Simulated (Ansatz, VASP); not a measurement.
AlC in VASP and in Ansatz

```
Al C
1.0
     0.00000    2.32819    2.32819
     2.32819    0.00000    2.32819
     2.32819    2.32819    0.00000
Al C
1 1
Direct
  0.00000 0.00000 0.00000
  0.25000 0.25000 0.25000
```

Alike in both runs: functional PBE; k mesh 7 × 7 × 7; occupations gaussian, width 0.2 eV; no spin polarisation.

Ansatz relaxed the structure, and its values are those at the end. VASP's run is a single point on that final structure, the one shown.

```csv
,VASP,Ansatz
version,VASP 6.6.1,Ansatz 0.2.0
potentials or method,"VASP PAW PBE potentials, release 64 (Al, C), cutoff 600 eV","scalar-relativistic, plane waves, PAW"
valence electrons in the cell,7,7
```

Ansatz gave:

```
gap on the k mesh at the Fermi level (eV) : none
pressure (GPa)                            : 0.2
```

Which values does VASP return?

gap on the k mesh at the Fermi level (eV): none; pressure (GPa): 0.1.

A gap of «none» marks a metal or a gap that the smearing closes. The functional is the same, so the differences come from potentials, cutoffs and numerics.
